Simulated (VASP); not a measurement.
Wanted: the native input for a VASP 6.6.1 run.

* Task: single point
* Functional: PBE
* Potentials or basis: VASP PAW PBE potentials, release 64 (B, N)
* Cutoff: 520 eV
* k mesh: 12 × 12 × 6
* Occupations: gaussian, width 0.05 eV
* Spin: no spin polarisation
* Dipole correction: no
* Further INCAR settings: ALGO = Normal; EDIFF = 1e-07; NBANDS = 16

The structure of BN lies in POSCAR:

```
BN
1.0
    2.5545800960      0.0000000000      0.0000000000
   -1.2772900480      2.2123312591      0.0000000000
    0.0000000000      0.0000000000      4.2245145352
B N
2 2
Direct
    0.6666666667      0.3333333333      0.9998058547
    0.3333333333      0.6666666667      0.4998058547
    0.4905124718      0.3333333333      0.6784547030
    0.3333333333      0.6666666667      0.1251941453
```

This cell differs from its parent crystal: atom 3 (N) moved by (-0.450, +0.225) A along x and z.

One way to write it, as run:

INCAR

```
SYSTEM = BN
PREC = Accurate ; ENCUT = 520
EDIFF = 1E-7 ; ISMEAR = 0
SIGMA = 0.05 ; LREAL = .FALSE.
LASPH = .TRUE. ; NELM = 100
ALGO = Normal ; ISIF = 2
LWAVE = .FALSE. ; LCHARG = .FALSE.
GGA = PE ; NBANDS = 16
```

KPOINTS

```
Automatic mesh
0
G
  12 12 6
  0 0 0
```

Potentials or basis: VASP PAW PBE potentials, release 64 (B, N).

Launch:

```console
$ cat potpaw_PBE.64/B/POTCAR potpaw_PBE.64/N/POTCAR > POTCAR
$ mpirun -np 1 vasp_std > vasp.out
```

Results of the run:

- Pressure: 25.2 GPa
- Largest force: 8.477 eV/Å
- Band gap on the k mesh: 2.13 eV, indirect (least direct gap 4.38 eV)

Caveat: the cell differs from its parent crystal (atom 3 (N) moved by (-0.450, +0.225) A along x and z); forces of over 1 eV/Å act on the atoms, so gaps and moduli don't describe the material at rest.

Wall time 3.7 min on 1 thread of Intel Xeon 8259CL, with other jobs on the host, peak memory 0.24 GiB.
